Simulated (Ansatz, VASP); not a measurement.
Two plane-wave programs on HfO2

INCAR

```
SYSTEM = HfO2
PREC = Accurate ; ENCUT = 520
EDIFF = 1E-7 ; ISMEAR = 0
SIGMA = 0.05 ; LREAL = .False.
LASPH = .True. ; NELM = 80
ALGO = Normal ; ISIF = 2
LWAVE = .False. ; LCHARG = .False.
GGA = PS ; NBANDS = 31
```

Contents of KPOINTS:

```
regular mesh
0
Gamma
  6 6 6
  0 0 0
```

Contents of POSCAR:

```
HfO2
1.0
    0.0000000000     -2.5220673945     -2.5220673945
    0.0000000000      2.5220673945     -2.5220673945
    5.0441347890      0.0000000000      0.0000000000
Hf O
2 4
Direct
    0.0000000000      0.0000000000      0.0000000000
    0.5000000000      0.5000000000      0.5000000000
    0.0000000000      0.5000000000      0.6859255822
    0.5000000000      0.0000000000      0.3140744178
    0.0000000000      0.5000000000      0.1859255822
    0.5000000000      0.0000000000      0.8140744178
```

Input for Ansatz:

```yaml
crystal:
  lattice:
    - [0.0, -2.5220673945, -2.5220673945]
    - [0.0, 2.5220673945, -2.5220673945]
    - [5.044134789, 0.0, 0.0]
  atoms:
    - { symbol: Hf, position: [0.0, 0.0, 0.0] }
    - { symbol: Hf, position: [0.5, 0.5, 0.5] }
    - { symbol: O, position: [0.0, 0.5, 0.6859255822] }
    - { symbol: O, position: [0.5, 0.0, 0.3140744178] }
    - { symbol: O, position: [0.0, 0.5, 0.1859255822] }
    - { symbol: O, position: [0.5, 0.0, 0.8140744178] }
basis:
  ecutwfc: 520.0
kpoints:
  mp_grid: { grid: [6, 6, 6] }
hamiltonian:
  xc: pbesol
  pseudopotentials: { kind: paw, azcp: { folder: soft_1 } }
scf:
  occupations: { method: gaussian, width: 0.05 }
output:
  forces: true
  stress: true
  eigenvalues: true
```

Change from the starting cell: mode 1 frozen in at -0.323 Å and mode 5 at +0.000 Å (largest displacements).

Alike in both runs: task single point; functional PBEsol; k mesh 6 × 6 × 6; occupations gaussian, width 0.05 eV; no spin polarisation.

|  | VASP | Ansatz |
| --- | --- | --- |
| version | VASP 6.6.1 | Ansatz 0.2.0 |
| potentials or method | VASP PAW PBE potentials, release 64 (Hf_pv, O), cutoff 520 eV | scalar-relativistic, plane waves, PAW |
| valence electrons in the cell | 44 | 76 |

Ansatz gave:

| Property | Result |
| --- | --- |
| gap on the k mesh at the Fermi level (eV) | 4.39 |
| least direct gap on the mesh (eV) | 4.48 |
| pressure (GPa) | 10.3 |
| traceless stress, the component that is largest in VASP (GPa) | 6.54 |
| rms of the force components (eV/Å) | 0.321 |

**Question.** What did VASP give for the same quantities?

**Answer.** gap on the k mesh at the Fermi level (eV): 4.35; least direct gap on the mesh (eV): 4.45; pressure (GPa): 7.0; traceless stress, the component that is largest in VASP (GPa): 6.76; rms of the force components (eV/Å): 0.307.

VASP's potentials were made for PBE, not for PBEsol, and Ansatz warns of the same on its side. Atom by atom the forces differ by 0.013 eV/Å (rms over components). VASP's potentials hold 44 valence electrons a cell and Ansatz's 76, so a difference there can come from the potentials and not from the codes.

Neither program's run includes spin-orbit coupling.
